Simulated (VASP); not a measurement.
Here is a VASP 6.6.1 calculation.

File INCAR:

```
ALGO = Normal ; EDIFF = 1E-6
EDIFFG = -0.01 ; ENCUT = 600
GGA = PE ; IBRION = 2
ISIF = 3 ; ISMEAR = -1
LASPH = True ; LCHARG = False
LREAL = False ; LWAVE = False
NELM = 60 ; NSW = 80
PREC = Accurate ; SIGMA = 0.05
```

The input KPOINTS:

```
k-points
0
Gamma
  8 8 8
```

POSCAR

```
Pb
1.0
    0.0000000000      2.4750200000      2.4750200000
    2.4750200000      0.0000000000      2.4750200000
    2.4750200000      2.4750200000      0.0000000000
Pb
1
Direct
    0.0000000000      0.0000000000      0.0000000000
```

Potentials or basis: VASP PAW PBE potentials, release 64 (Pb_d).

Run with:

```bash
$ cat potpaw_PBE.64/Pb_d/POTCAR > POTCAR
$ mpirun -np 1 vasp_std > vasp.out
```

Q: What does it give for the relaxed cell?

A: a = 3.565 Å, b = 3.565 Å, c = 3.565 Å, α = 60.00°, β = 60.00°, γ = 60.00°.

Q: Estimate the band gap on the k mesh.

A: Zero (bands 7 and 8 overlap by 8.26 eV).

Q: Estimate the space group after relaxing (to 0.1 Å).

A: Fm-3m (No. 225).

Q: Predict the relaxed volume.

A: 32.03 Å³/atom.

Final structure:
```
Pb
1.0
     0.00000    2.52053    2.52053
     2.52053    0.00000    2.52053
     2.52053    2.52053    0.00000
Pb
1
Direct
  0.00000 0.00000 0.00000
```

Caveat: spin-orbit coupling is left out, which moves the levels of the heavy elements. Zero-point motion and thermal expansion aren't in these numbers.
